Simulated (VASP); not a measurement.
Input of a VASP 6.6.1 run:

Contents of INCAR:

```
SYSTEM = Si6N
PREC     = Accurate       ! precision mode
ENCUT    = 520            ! plane-wave cutoff, eV
EDIFF    = 1E-6           ! SCF threshold, eV
ISMEAR   = 0              ! smearing method
SIGMA    = 0.05           ! smearing width, eV
LREAL    = .False.        ! projectors in reciprocal space
LASPH    = .True.         ! aspherical terms in the spheres
NELM     = 150            ! most SCF steps
ALGO     = Normal         ! electronic algorithm
ISIF     = 2              ! what is computed and relaxed
LWAVE    = .False.        ! write WAVECAR
LCHARG   = .True.         ! write CHGCAR
ISPIN    = 2              ! spin polarisation
MAGMOM   = 0 0 0 0 0 0 3  ! initial moments
LORBIT   = 11             ! projections on sites
LDIPOL   = .True.       
IDIPOL   = 3            
DIPOL    = 0.5 0.5 0.364
GGA      = PE             ! functional
LELF     = .True.         ! ELF
LVHAR    = .True.       
LVACPOTAV= .True.       
NBANDS   = 28             ! bands
```

KPOINTS

```
Automatic mesh
0
Gamma
  9 9 1
  0 0 0
```

POSCAR

```
Si6N
1.0
    3.8512806261      0.0000000000      0.0000000000
   -1.9256403131      3.3353068593      0.0000000000
    0.0000000000      0.0000000000     22.5327139716
Si N
6 1
Direct
    0.6666666667      0.3333333333      0.1775196723
    0.3333333333      0.6666666667      0.2130730340
    0.3333333333      0.6666666667      0.3187592658
    0.6666666667      0.3333333333      0.3526875901
    0.6666666667      0.3333333333      0.4598337302
    0.3333333333      0.6666666667      0.4896309422
    0.6666666667      1.3333333333      0.5353043170
```

Potentials or basis: VASP PAW PBE potentials, release 64 (Si, N).

Launch:

```sh
$ cat potpaw_PBE.64/Si/POTCAR potpaw_PBE.64/N/POTCAR > POTCAR
$ mpirun -np 1 vasp_std > vasp.out
```

(1) Estimate the largest force.

(2) What does it give for the net moment?

(3) Predict the site moments.

Answers

(1) 2.165 eV/Å.

(2) -0.81 μB per cell.

(3) Si -0.20, -0.02, -0.05, -0.01 (each value once); N +0.00 μB.

Caveat: a moment this small can come from the mesh or the smearing.
